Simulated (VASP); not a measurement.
# Be3S5 (P1) in VASP: further runs, part 3 of 3

VASP 6.6.1. The steps go on from the part before.

## 4. Single point, PBE

File INCAR:

```
SYSTEM = Be3S5
PREC = Accurate ; ENCUT = 520
EDIFF = 1E-6 ; ISMEAR = 0
SIGMA = 0.1 ; LREAL = .False.
LASPH = .True. ; NELM = 100
ALGO = Normal ; ISIF = 2
LWAVE = .False. ; LCHARG = .False.
GGA = PE ; NBANDS = 28
```

File KPOINTS:

```
Automatic mesh
0
Gamma
  4 4 2
  0 0 0
```

File POSCAR:

```
Be3S5
1.0
    3.5371655616      0.0042781240     -0.0006976258
    0.0972417275      3.5477274232      0.0056256527
    1.7669314335      1.5158586047     10.6614982714
Be S
3 5
Direct
    0.3494006055      0.3061802026      0.3846404771
    0.7099947236      0.7228435832      0.6142658175
    0.9438789961      0.0646973133      0.9999670062
    0.8173648719      0.5117368142      0.1034640629
    0.8951646241      0.2507417688      0.2832248310
    0.2686102046      0.7534474873      0.4991891984
    0.5081132192      0.9703734303      0.9001438953
    0.7574727547      0.1699794004      0.7151047116
```

Potentials or basis: VASP PAW PBE potentials, release 64 (Be, S).

Run with:

```bash
cat potpaw_PBE.64/Be/POTCAR potpaw_PBE.64/S/POTCAR > POTCAR
mpirun -np 1 vasp_std > vasp.out
```

OUTCAR:

```text
SYSTEM = Be3S5
   PREC = Accurate
   ENCUT = 520
   EDIFF = 1E-6
   ISMEAR = 0
   LREAL = .False.
   LASPH = .True.
   NELM = 100
   ISIF = 2
   GGA = PE

 ion  position               nearest neighbor table
   1  0.349  0.306  0.385-   5 2.08   5 2.12   6 2.14   6 2.17
   2  0.710  0.723  0.614-   8 2.08   8 2.12   6 2.15   6 2.16
   3  0.944  0.065  1.000-   4 2.08   7 2.09   4 2.14   7 2.16
   4  0.817  0.512  0.103-   3 2.08   5 2.10   3 2.14
   5  0.895  0.251  0.283-   1 2.08   4 2.10   1 2.12
   6  0.269  0.753  0.499-   1 2.14   2 2.15   2 2.16   1 2.17
   7  0.508  0.970  0.900-   3 2.09   8 2.10   3 2.16
   8  0.757  0.170  0.715-   2 2.08   7 2.10   2 2.12

  LATTYP: Found a triclinic cell.
 ALAT       =     3.5371682175
 B/A-ratio  =     1.3961838449
 C/A-ratio  =     4.6439240392
 COS(alpha) =     0.0058027211
 COS(beta)  =     0.5505827711
 COS(gamma) =     0.6956790427

  Lattice vectors:

 A1 = (  -3.5371655616,  -0.0042781240,   0.0006976258)
 A2 = (  -3.4399238341,   3.5434492992,   0.0063232785)
 A3 = (  -9.0357460117,  -8.6198696991, -10.6713543252)

Analysis of symmetry for initial positions (statically):
=====================================================================
 Subroutine PRICEL returns:
 Original cell was already a primitive cell.

 Routine SETGRP: Setting up the symmetry group for a
 triclinic supercell.

 Subroutine GETGRP returns: Found  1 space group operations
 (whereof  1 operations were pure point group operations)
 out of a pool of  2 trial point group operations.

The static configuration has the point symmetry C_1 .

Analysis of symmetry for dynamics (positions and initial velocities):
=====================================================================
 Subroutine PRICEL returns:
 Original cell was already a primitive cell.

 Routine SETGRP: Setting up the symmetry group for a
 triclinic supercell.

 Subroutine GETGRP returns: Found  1 space group operations
 (whereof  1 operations were pure point group operations)
 out of a pool of  2 trial point group operations.

The dynamic configuration has the point symmetry C_1 .

 Subroutine INISYM returns: Found  1 space group operations
 (whereof  1 operations are pure point group operations),
 and found     1 'primitive' translations

----------------------------------------------------------------------------------------

                                     Primitive cell

  volume of cell :     133.7598

  direct lattice vectors                    reciprocal lattice vectors
     3.537165562  0.004278124 -0.000697626     0.282712499 -0.007676466 -0.045762533
     0.097241727  3.547727423  0.005625653    -0.000348899  0.281943621 -0.040029100
     1.766931433  1.515858605 10.661498271     0.000018683 -0.000149273  0.093813575

  length of vectors
     3.537168218  3.549064309 10.912718240     0.286495191  0.284771235  0.093813695

  position of ions in fractional coordinates (direct lattice)
     0.349400606  0.306180203  0.384640477
     0.709994724  0.722843583  0.614265817
     0.943878996  0.064697313  0.999967006
     0.817364872  0.511736814  0.103464063
     0.895164624  0.250741769  0.283224831
     0.268610205  0.753447487  0.499189198
[... 45 lines left out ...]
  0.000000  0.250000 -0.000000      2.000000
  0.250000  0.250000 -0.000000      2.000000
  0.500000  0.250000  0.000000      2.000000
[... 12 lines left out ...]
  0.250000  0.500000  0.500000      2.000000
  0.500000  0.500000  0.500000      1.000000
   k-points           NKPTS =     20   k-points in BZ     NKDIM =     20   number of bands    NBANDS=     28
   number of dos      NEDOS =    301   number of ions     NIONS =      8
   total plane-waves  NPLWV =  65856
   dimension x,y,z NGX =    28 NGY =   28 NGZ =   84
   dimension x,y,z NGXF=    56 NGYF=   56 NGZF=  168
   ions per type =               3   5
   NGX,Y,Z   is equivalent  to a cutoff of  13.16, 13.12, 12.80 a.u.
   NGXF,Y,Z  is equivalent  to a cutoff of  26.32, 26.23, 25.59 a.u.
 SYSTEM =  Be3S5
   PREC   = accura    normal or accurate (medium, high low for compatibility)
   ISTART =      0    job   : 0-new  1-cont  2-samecut
   ICHARG =      2    charge: 1-file 2-atom 10-const
   ISPIN  =      1    spin polarized calculation?
   LNONCOLLINEAR =      F non collinear calculations
   LSORBIT =      F    spin-orbit coupling
   LASPH  =      T    aspherical Exc in radial PAW
   ENCUT  =  520.0 eV  38.22 Ry    6.18 a.u.   6.58  6.60 20.29*2*pi/ulx,y,z
   NELM   =    100;   NELMIN=  2; NELMDL= -5     # of ELM steps
   EDIFF  = 0.1E-05   stopping-criterion for ELM
   LREAL  =      F    real-space projection
   EDIFFG = 0.1E-04   stopping-criterion for IOM
   NSW    =      0    number of steps for IOM
   IBRION =     -1    ionic relax: 0-MD 1-quasi-New 2-CG
   NFREE  =      0    steps in history (QN), initial steepest desc. (CG)
   ISIF   =      2    stress and relaxation
   ISYM   =      2    0-nonsym 1-usesym 2-fastsym
   POTIM  = 0.5000    time-step for ionic-motion
   TEBEG  =    0.0;   TEEND  =   0.0 temperature during run
   PSTRESS=    0.0 pullay stress
   NELECT =      36.0000    total number of electrons
   NUPDOWN=      -1.0000    fix difference up-down
   EMIN   =  10.00;   EMAX   =-10.00  energy-range for DOS
   EFERMI =   0.00;   METHOD = LEGACY
   ISMEAR =     0;   SIGMA  =   0.10  broadening in eV -4-tet -1-fermi 0-gaus
   EFERMI_NEDOS =   21; number of points for ismear=-14 and -15
   IALGO  =     38    algorithm
   IMIX   =      4    mixing-type and parameters
     AMIX     =   0.40;   BMIX     =  1.00
     AMIX_MAG =   1.60;   BMIX_MAG =  1.00
  volume/ion in A,a.u.               =      16.72       112.83
  Fermi-wavevector in a.u.,A,eV,Ry     =   1.056981  1.997404 15.200547  1.117209
  Thomas-Fermi vector in A             =   2.192237
   LORBIT       =      0    0 simple, 1 ext, 2 COOP (PROOUT), +10 PAW based schemes
   GGA     = PE    functional components
   LHFCALC =     F    Hartree Fock is set to
   AEXX    =    0.0000 exact exchange contribution
   IVDW    =     0    specifies the selected vdW correction
   LEPSILON=     F    determine dielectric tensor
   LRPA    =     F    only Hartree local field effects (RPA)
 non-spin polarized calculation
 Gauss-broadening in eV      SIGMA  =   0.10
  energy-cutoff  :      520.00
  volume of cell :      133.76
 maximum number of plane-waves:      3625
 NGX is ok and might be reduce to    28
   NGX = 13   NGY = 13   NGZ = 41

 number of electron      36.0000000 magnetization

 Free energy of the ion-electron system (eV)
  ---------------------------------------------------
  ext. energy  EPLUGINS =         0.00000000
  ---------------------------------------------------
  free energy    TOTEN  =       -36.27786972 eV

  energy without entropy =      -36.27786972  energy(sigma->0) =      -36.27786972

 E-fermi :   4.4531     XC(G=0):  -9.3599

 val. band max:        4.0060528610   @ k =   0.0000   0.0000   0.0000
 cond. band min:       5.1814627078   @ k =   0.5000   0.5000   0.5000
 fundamental gap:      1.1754098468
 Fermi energy:         4.4531311516

 k-point     1 :       0.0000    0.0000    0.0000
  band No.  band energies     occupation
      1     -11.1747      2.00000
      2     -10.6827      2.00000
      3      -9.3946      2.00000
      4      -7.5547      2.00000
      5      -6.8752      2.00000
      6      -1.7060      2.00000
[... 609 lines left out ...]
     27      11.1325      0.00000
     28      11.8629      0.00000

------------------------ aborting loop because EDIFF is reached ----------------------------------------

  FORCE on cell =-STRESS in cart. coord.  units (eV):
  Direction    XX          YY          ZZ          XY          YZ          ZX
  --------------------------------------------------------------------------------------
  -------------------------------------------------------------------------------------
  Total        0.1259950      0.1087518     -0.5584807      0.0125609      0.0879205     -0.0023557
  in kB        1.5091703      1.3026312     -6.6894934      0.1504550      1.0531133     -0.0282163
  external PRESSURE =      -1.2925640 kB  Pullay stress =       0.0000000 kB

 VOLUME and BASIS-vectors are now :
 -----------------------------------------------------------------------------
  energy-cutoff  :      520.00
  volume of cell :      133.76
      direct lattice vectors                 reciprocal lattice vectors
     3.537165562  0.004278124 -0.000697626     0.282712499 -0.007676466 -0.045762533
     0.097241727  3.547727423  0.005625653    -0.000348899  0.281943621 -0.040029100
     1.766931433  1.515858605 10.661498271     0.000018683 -0.000149273  0.093813575

 POSITION                                       TOTAL-FORCE (eV/Angst)
 -----------------------------------------------------------------------------------
      1.94529      1.67080      4.10232         0.004068      0.000624      0.013280
      3.66703      3.49863      6.55257        -0.001035      0.000579     -0.014174
      5.11182      1.74938     10.66085        -0.003520      0.004417     -0.006037
      3.12373      1.97584      1.10539         0.016460     -0.028631      0.127026
      3.69117      1.32272      3.02039        -0.013646      0.017542     -0.125788
      1.90542      3.43088      5.32616        -0.013705      0.009251      0.001061
      3.48213      4.80929      9.60199         0.022348      0.011576     -0.114517
      3.95938      1.69028      7.62452        -0.010970     -0.015360      0.119149
 -----------------------------------------------------------------------------------
    total drift:                               -0.000203      0.000101      0.000123

  FREE ENERGIE OF THE ION-ELECTRON SYSTEM (eV)
  ---------------------------------------------------
  free  energy   TOTEN  =       -36.2778697187 eV

  energy  without entropy=      -36.2778697187  energy(sigma->0) =      -36.27786972
```

It took 31 s on 1 thread of Intel Xeon 6975P-C (Granite Rapids), shared host; peak memory 0.25 GiB.

What came out:

* Free energy: -36.2779 eV
* Pressure: -0.1 GPa
* Largest force: 0.131 eV/Å
* Band gap on the k mesh: 1.18 eV (least direct gap 1.73 eV)

Forces on the atoms (eV/Å):
```
Be   0.004  0.001  0.013
Be  -0.001  0.001 -0.014
Be  -0.004  0.004 -0.006
S    0.016 -0.029  0.127
S   -0.014  0.018 -0.126
S   -0.014  0.009  0.001
S    0.022  0.012 -0.115
S   -0.011 -0.015  0.119
```

Stress tensor (GPa, compression positive):
```
 0.15  0.02  0.00
 0.02  0.13  0.11
 0.00  0.11 -0.67
```

Levels at points of the mesh, in eV from the valence-band top:
| k point | band 16 | band 17 | band 18 | band 19 | band 20 | band 21 |
| --- | --- | --- | --- | --- | --- | --- |
| (0.00, 0.00, 0.00) | -0.95 | -0.24 | 0.00 | 1.73 | 2.76 | 3.40 |
| (0.50, 0.00, 0.00) | -0.90 | -0.47 | -0.41 | 2.45 | 2.90 | 4.67 |
| (0.00, 0.50, 0.00) | -1.22 | -0.52 | -0.27 | 1.76 | 3.49 | 4.73 |
| (0.50, 0.50, 0.00) | -2.04 | -1.63 | -1.06 | 1.52 | 1.82 | 3.48 |
| (0.00, 0.00, 0.50) | -0.57 | -0.49 | -0.24 | 2.15 | 2.54 | 2.93 |
| (0.50, 0.00, 0.50) | -1.19 | -0.51 | -0.39 | 2.24 | 3.05 | 4.74 |
| (0.00, 0.50, 0.50) | -0.89 | -0.48 | -0.30 | 2.31 | 3.08 | 4.67 |
| (0.50, 0.50, 0.50) | -2.09 | -1.52 | -1.41 | 1.18 | 2.26 | 3.32 |

Caveat: the k points lie up to 0.45 Å⁻¹ apart. A k mesh can miss the band edges.

## 5. Summary

```csv
cell,k mesh,smearing,gap on the mesh (eV),pressure (GPa),largest force (eV/Å)
"a = 3.537, b = 3.549, c = 10.913 Å, angles 81.7, 80.7, 88.4°, 8 atoms, atomic positions A",8 × 8 × 4,gaussian 0.02 eV,1.18,-0.2,0.10
"a = 3.578, b = 3.589, c = 10.994 Å, angles 81.5, 80.7, 88.4°, 8 atoms, atomic positions B",8 × 8 × 4,gaussian 0.02 eV,1.12,-1.9,0.10
"a = 3.537, b = 3.549, c = 10.913 Å, angles 81.7, 80.7, 88.4°, 8 atoms, atomic positions A",4 × 4 × 2,gaussian 0.1 eV,1.18,-0.1,0.13
```

Alike in all rows: task single point; level PBE; potentials or basis VASP PAW PBE potentials, release 64 (Be, S); no spin polarisation; cutoff (eV) 520.

Caveats: some runs use coarse meshes.

Absolute energies hang on the potentials; compare differences alone.
